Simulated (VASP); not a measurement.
# MnSn3 (Pm-3m) in VASP: a series of runs

Runs on MnSn3. Level: PBE. Tasks: single point.

Everything below comes from runs of VASP 6.6.1. Logs are shortened: lines on timing, memory, paths and dates and some standing lists are left out, and cuts for length are marked.

## Step 1: The cell of the first run

It takes space group Pm-3m (No. 221, cubic). The conventional cell has a = 4.276 Å, b = 4.276 Å, c = 4.276 Å, α = 90.00°, β = 90.00°, γ = 90.00°. Within 4.0 Å of Sn (site symmetry 4/mmm) lie 8 Sn at 3.02 Å and 4 Mn at 3.02 Å. Within 4.0 Å of Mn (site symmetry m-3m) lie 12 Sn at 3.02 Å.

## Step 2: Single point, PBE, collinear spin, ferromagnetic start

The input, INCAR:

```
SYSTEM = MnSn3
ALGO = Normal ; EDIFF = 1E-6
ENCUT = 520 ; GGA = PE
ISIF = 2 ; ISMEAR = 0
ISPIN = 2 ; LASPH = .TRUE.
LCHARG = .FALSE. ; LMAXMIX = 4
LORBIT = 11 ; LREAL = .FALSE.
LWAVE = .FALSE. ; MAGMOM = 0 0 0 4
NBANDS = 40 ; NELM = 150
PREC = Accurate ; SIGMA = 0.1
```

The input, KPOINTS:

```
k-points
0
G
  4 4 4
  0 0 0
```

The input, POSCAR:

```
MnSn3
1.0
    4.2763074099      0.0000000000      0.0000000000
    0.0000000000      4.2763074099      0.0000000000
    0.0000000000      0.0000000000      4.2763074099
Sn Mn
3 1
Direct
    0.0000000000      0.5000000000      0.5000000000
    0.5000000000      0.0000000000      0.5000000000
    0.5000000000      0.5000000000      0.0000000000
    0.0000000000      0.0000000000      0.0000000000
```

Potentials or basis: VASP PAW PBE potentials, release 64 (Sn_d, Mn_pv).

On the command line:

```bash
> cat potpaw_PBE.64/Sn_d/POTCAR potpaw_PBE.64/Mn_pv/POTCAR > POTCAR
> mpirun -np 1 vasp_std > vasp.out
```

OUTCAR:

```text
SYSTEM = MnSn3
   EDIFF = 1E-6
   ENCUT = 520
   GGA = PE
   ISIF = 2
   ISMEAR = 0
   ISPIN = 2
   LASPH = .TRUE.
   LORBIT = 11
   LREAL = .FALSE.
   NELM = 150
   PREC = Accurate

 ion  position               nearest neighbor table
   1  0.000  0.500  0.500-   2 3.02   3 3.02   4 3.02   3 3.02   4 3.02   2 3.02   4 3.02   4 3.02
                             2 3.02   3 3.02   3 3.02   2 3.02
   2  0.500  0.000  0.500-   1 3.02   3 3.02   4 3.02   3 3.02   4 3.02   1 3.02   3 3.02   3 3.02
                             1 3.02   4 3.02   4 3.02   1 3.02
   3  0.500  0.500  0.000-   1 3.02   2 3.02   4 3.02   1 3.02   2 3.02   2 3.02   4 3.02   2 3.02
                             1 3.02   4 3.02   1 3.02   4 3.02
   4  0.000  0.000  0.000-   1 3.02   2 3.02   3 3.02   1 3.02   2 3.02   1 3.02   3 3.02   1 3.02
                             2 3.02   3 3.02   2 3.02   3 3.02

  LATTYP: Found a simple cubic cell.
 ALAT       =     4.2763074099

  Lattice vectors:

 A1 = (   4.2763074099,   0.0000000000,   0.0000000000)
 A2 = (   0.0000000000,   4.2763074099,   0.0000000000)
 A3 = (   0.0000000000,   0.0000000000,   4.2763074099)

Analysis of symmetry for initial positions (statically):
=====================================================================
 Subroutine PRICEL returns:
 Original cell was already a primitive cell.

 Routine SETGRP: Setting up the symmetry group for a
 simple cubic supercell.

 Subroutine GETGRP returns: Found 48 space group operations
 (whereof 48 operations were pure point group operations)
 out of a pool of 48 trial point group operations.

The static configuration has the point symmetry O_h .

Analysis of symmetry for dynamics (positions and initial velocities):
=====================================================================
 Subroutine PRICEL returns:
 Original cell was already a primitive cell.

 Routine SETGRP: Setting up the symmetry group for a
 simple cubic supercell.

 Subroutine GETGRP returns: Found 48 space group operations
 (whereof 48 operations were pure point group operations)
 out of a pool of 48 trial point group operations.

The dynamic configuration has the point symmetry O_h .

Analysis of structural, dynamic, and magnetic symmetry:
=====================================================================
 Subroutine PRICEL returns:
 Original cell was already a primitive cell.

 Routine SETGRP: Setting up the symmetry group for a
 simple cubic supercell.

 Subroutine GETGRP returns: Found 48 space group operations
 (whereof 48 operations were pure point group operations)
 out of a pool of 48 trial point group operations.

The overall configuration has the point symmetry O_h .

 Subroutine INISYM returns: Found 48 space group operations
 (whereof 48 operations are pure point group operations),
 and found     1 'primitive' translations

----------------------------------------------------------------------------------------

                                     Primitive cell

  volume of cell :      78.2000

  direct lattice vectors                    reciprocal lattice vectors
     4.276307410  0.000000000  0.000000000     0.233846612  0.000000000  0.000000000
     0.000000000  4.276307410  0.000000000     0.000000000  0.233846612  0.000000000
     0.000000000  0.000000000  4.276307410     0.000000000  0.000000000  0.233846612

  length of vectors
     4.276307410  4.276307410  4.276307410     0.233846612  0.233846612  0.233846612

  position of ions in fractional coordinates (direct lattice)
     0.000000000  0.500000000  0.500000000
     0.500000000  0.000000000  0.500000000
     0.500000000  0.500000000  0.000000000
     0.000000000  0.000000000  0.000000000

  ion indices of the primitive-cell ions
   primitive index   ion index
                 1           1
                 2           2
                 3           3
                 4           4

----------------------------------------------------------------------------------------

 KPOINTS: k-points

Automatic generation of k-mesh.
 Grid dimensions read from file:
 generate k-points for:    4    4    4

 Generating k-lattice:

  Cartesian coordinates                     Fractional coordinates (reciprocal lattice)
     0.058461653  0.000000000  0.000000000     0.250000000  0.000000000  0.000000000
     0.000000000  0.058461653  0.000000000     0.000000000  0.250000000  0.000000000
     0.000000000  0.000000000  0.058461653     0.000000000  0.000000000  0.250000000

  Length of vectors
     0.058461653  0.058461653  0.058461653

  Shift w.r.t. Gamma in fractional coordinates (k-lattice)
     0.000000000  0.000000000  0.000000000

 Subroutine IBZKPT returns following result:
 ===========================================

 Found     10 irreducible k-points:

 Following reciprocal coordinates:
            Coordinates               Weight
  0.000000  0.000000  0.000000      1.000000
  0.250000  0.000000  0.000000      6.000000
  0.500000  0.000000  0.000000      3.000000
  0.250000  0.250000  0.000000     12.000000
  0.500000  0.250000  0.000000     12.000000
  0.500000  0.500000  0.000000      3.000000
  0.250000  0.250000  0.250000      8.000000
  0.500000  0.250000  0.250000     12.000000
  0.500000  0.500000  0.250000      6.000000
  0.500000  0.500000  0.500000      1.000000
   k-points           NKPTS =     10   k-points in BZ     NKDIM =     10   number of bands    NBANDS=     40
   number of dos      NEDOS =    301   number of ions     NIONS =      4
   total plane-waves  NPLWV =  32768
   dimension x,y,z NGX =    32 NGY =   32 NGZ =   32
   dimension x,y,z NGXF=    64 NGYF=   64 NGZF=   64
   ions per type =               3   1
   NGX,Y,Z   is equivalent  to a cutoff of  12.44, 12.44, 12.44 a.u.
   NGXF,Y,Z  is equivalent  to a cutoff of  24.88, 24.88, 24.88 a.u.
 SYSTEM =  MnSn3
   PREC   = accura    normal or accurate (medium, high low for compatibility)
   ISTART =      0    job   : 0-new  1-cont  2-samecut
   ICHARG =      2    charge: 1-file 2-atom 10-const
   ISPIN  =      2    spin polarized calculation?
   LNONCOLLINEAR =      F non collinear calculations
   LSORBIT =      F    spin-orbit coupling
   LASPH  =      T    aspherical Exc in radial PAW
   ENCUT  =  520.0 eV  38.22 Ry    6.18 a.u.   7.95  7.95  7.95*2*pi/ulx,y,z
   NELM   =    150;   NELMIN=  2; NELMDL= -5     # of ELM steps
   EDIFF  = 0.1E-05   stopping-criterion for ELM
   LREAL  =      F    real-space projection
   EDIFFG = 0.1E-04   stopping-criterion for IOM
   NSW    =      0    number of steps for IOM
   IBRION =     -1    ionic relax: 0-MD 1-quasi-New 2-CG
   NFREE  =      0    steps in history (QN), initial steepest desc. (CG)
   ISIF   =      2    stress and relaxation
   ISYM   =      2    0-nonsym 1-usesym 2-fastsym
   POTIM  = 0.5000    time-step for ionic-motion
   TEBEG  =    0.0;   TEEND  =   0.0 temperature during run
   PSTRESS=    0.0 pullay stress
   NELECT =      55.0000    total number of electrons
   NUPDOWN=      -1.0000    fix difference up-down
   EMIN   =  10.00;   EMAX   =-10.00  energy-range for DOS
   EFERMI =   0.00;   METHOD = LEGACY
   ISMEAR =     0;   SIGMA  =   0.10  broadening in eV -4-tet -1-fermi 0-gaus
   EFERMI_NEDOS =   21; number of points for ismear=-14 and -15
   IALGO  =     38    algorithm
   IMIX   =      4    mixing-type and parameters
     AMIX     =   0.40;   BMIX     =  1.00
     AMIX_MAG =   1.60;   BMIX_MAG =  1.00
  volume/ion in A,a.u.               =      19.55       131.93
  Fermi-wavevector in a.u.,A,eV,Ry     =   1.455884  2.751222 28.838889  2.119599
  Thomas-Fermi vector in A             =   2.572867
   LORBIT       =     11    0 simple, 1 ext, 2 COOP (PROOUT), +10 PAW based schemes
   GGA     = PE    functional components
   LHFCALC =     F    Hartree Fock is set to
   AEXX    =    0.0000 exact exchange contribution
   IVDW    =     0    specifies the selected vdW correction
   LEPSILON=     F    determine dielectric tensor
   LRPA    =     F    only Hartree local field effects (RPA)
 spin polarized calculation
 Gauss-broadening in eV      SIGMA  =   0.10
  energy-cutoff  :      520.00
  volume of cell :       78.20
 maximum number of plane-waves:      2176
 NGX is ok and might be reduce to    32
   NGX = 15   NGY = 15   NGZ = 15

 number of electron      55.0000087 magnetization       3.6856759

 Free energy of the ion-electron system (eV)
  ---------------------------------------------------
  ext. energy  EPLUGINS =         0.00000000
  ---------------------------------------------------
  free energy    TOTEN  =       -18.63070854 eV

  energy without entropy =      -18.61803446  energy(sigma->0) =      -18.62437150

 E-fermi :  11.0397     XC(G=0): -11.6795

 val. band max:       11.0392844422   @ k =   0.5000   0.5000   0.2500
 cond. band min:      11.0963076697   @ k =   0.5000   0.2500   0.2500
 fundamental gap:      0.0570232275
 Fermi energy:        11.0396500423

 spin component 1

 k-point     1 :       0.0000    0.0000    0.0000
  band No.  band energies     occupation
      1     -39.0090      1.00000
      2     -39.0090      1.00000
      3     -39.0090      1.00000
      4     -11.0549      1.00000
      5     -11.0549      1.00000
      6     -11.0549      1.00000
[... 409 lines left out ...]
     38      21.8357      0.00000
     39      21.8357      0.00000
 Fermi energy:        11.0396500423

 spin component 2

 k-point     1 :       0.0000    0.0000    0.0000
  band No.  band energies     occupation
      1     -35.2815      1.00000
      2     -35.2815      1.00000
      3     -35.2815      1.00000
      4     -11.0543      1.00000
      5     -11.0543      1.00000
      6     -11.0543      1.00000
[... 409 lines left out ...]
     38      21.9722      0.00000
     39      21.9722      0.00000
 [bands above 39 left out]

------------------------ aborting loop because EDIFF is reached ----------------------------------------

  FORCE on cell =-STRESS in cart. coord.  units (eV):
  Direction    XX          YY          ZZ          XY          YZ          ZX
  --------------------------------------------------------------------------------------
  -------------------------------------------------------------------------------------
  Total        8.5549905      8.5549905      8.5549905      0.0000000      0.0000000     -0.0000000
  in kB      175.2763653    175.2763653    175.2763653      0.0000000      0.0000000     -0.0000000
  external PRESSURE =     175.2763653 kB  Pullay stress =       0.0000000 kB

 VOLUME and BASIS-vectors are now :
 -----------------------------------------------------------------------------
  energy-cutoff  :      520.00
  volume of cell :       78.20
      direct lattice vectors                 reciprocal lattice vectors
     4.276307410  0.000000000  0.000000000     0.233846612  0.000000000  0.000000000
     0.000000000  4.276307410  0.000000000     0.000000000  0.233846612  0.000000000
     0.000000000  0.000000000  4.276307410     0.000000000  0.000000000  0.233846612

 POSITION                                       TOTAL-FORCE (eV/Angst)
 -----------------------------------------------------------------------------------
      0.00000      2.13815      2.13815         0.000000      0.000000      0.000000
      2.13815      0.00000      2.13815         0.000000      0.000000      0.000000
      2.13815      2.13815      0.00000         0.000000      0.000000      0.000000
      0.00000      0.00000      0.00000         0.000000      0.000000      0.000000
 -----------------------------------------------------------------------------------
    total drift:                                0.000000     -0.000000     -0.000000

  FREE ENERGIE OF THE ION-ELECTRON SYSTEM (eV)
  ---------------------------------------------------
  free  energy   TOTEN  =       -18.6307085424 eV

  energy  without entropy=      -18.6180344576  energy(sigma->0) =      -18.62437150

 total charge

# of ion       s       p       d       tot
------------------------------------------
    1        1.236   1.138  10.045  12.419
    2        1.236   1.138  10.045  12.419
    3        1.236   1.138  10.045  12.419
    4        0.272   6.151   5.082  11.504
--------------------------------------------------
tot          3.981   9.564  35.218  48.762

 magnetization (x)

# of ion       s       p       d       tot
------------------------------------------
    1        0.016  -0.048   0.005  -0.026
    2        0.016  -0.048   0.005  -0.026
    3        0.016  -0.048   0.005  -0.026
    4        0.057   0.031   3.493   3.582
--------------------------------------------------
tot          0.106  -0.112   3.509   3.503
```

Run time: 40 s. Hardware: 1 thread of Intel Xeon Platinum 8559C (Emerald Rapids), shared host; peak memory 0.22 GiB.

What came out:

```
Free energy                                           : -18.6307 eV
Pressure                                              : 17.5 GPa
Net moment                                            : 3.69 μB per cell
Site moments                                          : Sn -0.03; Mn +3.58 μB
Valence electrons inside the program's atomic spheres : Sn 12.42; Mn 11.50
```

Caveat: the k points lie up to 0.37 Å⁻¹ apart; spin-orbit coupling is left out, which moves the levels of the heavy elements.

## Step 3: Single point, PBE

This run uses another cell than the first one, of 24.38 Å³/atom, 1.247 times its volume.

The input, INCAR:

```
ALGO = Fast
EDIFF = 1E-7
ENCUT = 520
GGA = PE
ISIF = 2
ISMEAR = 0
LASPH = T
LCHARG = T
LELF = T
LREAL = F
LVHAR = T
LWAVE = F
NBANDS = 36
NELM = 80
PREC = Accurate
SIGMA = 0.1
```

The input, KPOINTS:

```
k-points
0
Gamma
  10 10 10
```

The input, POSCAR:

```
MnSn3
1.0
    4.6027677977      0.0000000000      0.0000000000
    0.0000000000      4.6027677977      0.0000000000
    0.0000000000      0.0000000000      4.6027677977
Sn Mn
3 1
Direct
    0.0000000000      0.5000000000      0.5000000000
    0.5000000000      0.0000000000      0.5000000000
    0.5000000000      0.5000000000      0.0000000000
    0.0000000000      0.0000000000      0.0000000000
```

Potentials or basis: VASP PAW PBE potentials, release 64 (Sn_d, Mn_pv).

On the command line:

```bash
> cat potpaw_PBE.64/Sn_d/POTCAR potpaw_PBE.64/Mn_pv/POTCAR > POTCAR
> mpirun -np 1 vasp_std > vasp.out
```

Wall time 2.1 min (1 thread of Intel Xeon Platinum 8559C (Emerald Rapids), shared host); peak memory 0.31 GiB.

It converged, with:

| Property | Result |
| --- | --- |
| Free energy | -17.5109 eV |
| Pressure | -5.9 GPa |

Levels at points of the mesh, in eV from the Fermi level:
```csv
k point,band 24,band 25,band 26,band 27,band 28,band 29,band 30,band 31,band 32,band 33
"(0.00, 0.00, 0.00)",-3.01,-0.27,-0.27,-0.27,0.13,0.13,0.46,2.83,2.83,2.83
"(0.50, 0.00, 0.00)",-1.43,-0.46,-0.25,-0.18,-0.18,0.38,0.61,0.61,0.81,2.29
"(0.50, 0.50, 0.00)",-1.20,-0.60,-0.17,-0.13,0.24,0.43,0.99,0.99,2.14,2.14
"(0.50, 0.50, 0.50)",-3.71,-3.71,-0.60,-0.05,-0.05,0.22,0.22,0.22,6.66,6.66
```

Caveat: spin-orbit coupling is left out, which moves the levels of the heavy elements.

## Step 4: Single point, PBE, collinear spin, ferromagnetic start

This run uses another cell than the first one, of 24.23 Å³/atom, 1.239 times its volume.

The input, INCAR:

```
SYSTEM = MnSn3
ALGO = Normal
EDIFF = 1E-6
ENCUT = 520
GGA = PE
ISIF = 2
ISMEAR = 0
ISPIN = 2
LASPH = .True.
LCHARG = .False.
LMAXMIX = 4
LORBIT = 11
LREAL = .False.
LWAVE = .False.
MAGMOM = 0 0 0 4.07
NBANDS = 40
NELM = 150
PREC = Accurate
SIGMA = 0.1
```

The input, KPOINTS:

```
k-points
0
Gamma
  6 6 6
  0 0 0
```

The input, POSCAR:

```
MnSn3
1.0
    4.5932940713      0.0000000000      0.0000000000
    0.0000000000      4.5932940713      0.0000000000
    0.0000000000      0.0000000000      4.5932940713
Sn Mn
3 1
Direct
    0.0000000000      0.5000000000      0.5000000000
    0.5000000000      0.0000000000      0.5000000000
    0.5000000000      0.5000000000      0.0000000000
    0.0000000000      0.0000000000      0.0000000000
```

On the command line:

```bash
> cat potpaw_PBE.64/Sn_d/POTCAR potpaw_PBE.64/Mn_pv/POTCAR > POTCAR
> mpirun -np 1 vasp_std > vasp.out
```

Run time: 90 s. Hardware: 1 thread of Intel Xeon Platinum 8559C (Emerald Rapids), shared host; peak memory 0.3 GiB.

It converged, with:

| Quantity | Value |
| --- | --- |
| Free energy | -19.5178 eV |
| Pressure | 0.1 GPa |
| Net moment | 4.12 μB per cell |
| Site moments | Sn -0.03; Mn +3.99 μB |
| Valence electrons inside the program's atomic spheres | Sn 12.21; Mn 11.32 |

Levels at points of the mesh, in eV from the Fermi level:
Spin up:
| k point | band 25 | band 26 | band 27 | band 28 | band 29 | band 30 | band 31 | band 32 | band 33 | band 34 |
| --- | --- | --- | --- | --- | --- | --- | --- | --- | --- | --- |
| (0.00, 0.00, 0.00) | -2.98 | -2.98 | -2.98 | -2.38 | -2.38 | -0.44 | 2.62 | 2.62 | 2.62 | 3.95 |
| (0.50, 0.00, 0.00) | -2.97 | -2.95 | -0.99 | -0.99 | -0.67 | -0.60 | -0.60 | 0.49 | 1.11 | 4.81 |
| (0.50, 0.50, 0.00) | -2.94 | -2.84 | -2.71 | -0.37 | 0.08 | 0.62 | 0.62 | 1.15 | 1.15 | 2.91 |
| (0.50, 0.50, 0.50) | -4.13 | -2.90 | -2.90 | -2.51 | -2.51 | -2.51 | -1.77 | 6.56 | 6.56 | 6.95 |
Spin down:
| k point | band 21 | band 22 | band 23 | band 24 | band 25 | band 26 | band 27 | band 28 | band 29 | band 30 |
| --- | --- | --- | --- | --- | --- | --- | --- | --- | --- | --- |
| (0.00, 0.00, 0.00) | -4.77 | -3.30 | -3.30 | -3.30 | 0.42 | 0.47 | 0.47 | 0.47 | 0.95 | 0.95 |
| (0.50, 0.00, 0.00) | -4.13 | -2.34 | -2.34 | -1.31 | -0.51 | -0.51 | -0.33 | 0.50 | 0.62 | 1.00 |
| (0.50, 0.50, 0.00) | -7.77 | -4.95 | -1.03 | -1.03 | -0.59 | 0.07 | 0.58 | 0.68 | 0.68 | 0.73 |
| (0.50, 0.50, 0.50) | -6.98 | -5.20 | -4.10 | -4.10 | -4.10 | -0.71 | 0.85 | 0.85 | 1.06 | 1.06 |

Caveat: spin-orbit coupling is left out, which moves the levels of the heavy elements.

## Step 5: The runs side by side

| spin | cell | k mesh | gap on the mesh (eV) | pressure (GPa) | moment (μB) |
| --- | --- | --- | --- | --- | --- |
| collinear, ferromagnetic start | a = 4.276 Å, 4 atoms | 4 × 4 × 4 | none | 17.5 | 3.69 |
| off | a = 4.603 Å, 4 atoms | 10 × 10 × 10 | none | -5.9 | - |
| collinear, ferromagnetic start | a = 4.593 Å, 4 atoms | 6 × 6 × 6 | none | 0.1 | 4.12 |

Alike in all rows: task single point; level PBE; potentials or basis VASP PAW PBE potentials, release 64 (Sn_d, Mn_pv); cutoff (eV) 520; smearing gaussian 0.1 eV.

Caveats: some runs use coarse meshes; spin-orbit coupling is left out, which moves the levels of the heavy elements.

Total energies depend on the potentials used, so only differences within one code and one set of settings carry meaning.
